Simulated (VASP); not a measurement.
Write the native input for VASP 6.6.1 that does the following.

* Task: single point
* Functional: PBE
* Potentials or basis: VASP PAW PBE potentials, release 64 (Fe)
* Cutoff: 520 eV
* k mesh: 11 × 11 × 1
* Occupations: fermi-dirac, width 0.05 eV
* Spin: collinear spin, ferromagnetic start
* Starting moments: [3.0] μB
* Dipole correction: yes
* Further INCAR settings: ALGO = Normal; EDIFF = 1e-07; NBANDS = 14

The structure of Fe lies in POSCAR:

```
Fe
1.0
    2.3111900000      0.0000000000      0.0000000000
    0.0000000000      2.3111900000      0.0000000000
    0.0000000000      0.0000000000     23.8000000000
Fe
1
Direct
    0.0000000000      0.0000000000      0.2941200000
```

The input as run:

INCAR

```
PREC = Accurate
ENCUT = 520
EDIFF = 1E-7
ISMEAR = -1
SIGMA = 0.05
LREAL = F
LASPH = T
NELM = 150
ALGO = Normal
ISIF = 2
LWAVE = F
LCHARG = F
ISPIN = 2
MAGMOM = 3
LORBIT = 11
LMAXMIX = 4
LDIPOL = T
IDIPOL = 3
DIPOL = 0.5 0.5 0.294
GGA = PE
NBANDS = 14
```

KPOINTS

```
regular mesh
0
Gamma
  11 11 1
```

Potentials or basis: VASP PAW PBE potentials, release 64 (Fe).

Run with:

```bash
$ cat potpaw_PBE.64/Fe/POTCAR > POTCAR
$ mpirun -np 1 vasp_std > vasp.out
```

Results of the run:

| Property | Result |
| --- | --- |
| Net moment | 2.73 μB per cell |
| Site moments | Fe +2.67 μB |
| Valence electrons inside the program's atomic spheres | Fe 7.05 |

Wall time 56 s on 1 thread of Intel(R) Xeon(R) 6975P-C (Granite Rapids) (shared host), peak memory 0.29 GiB.
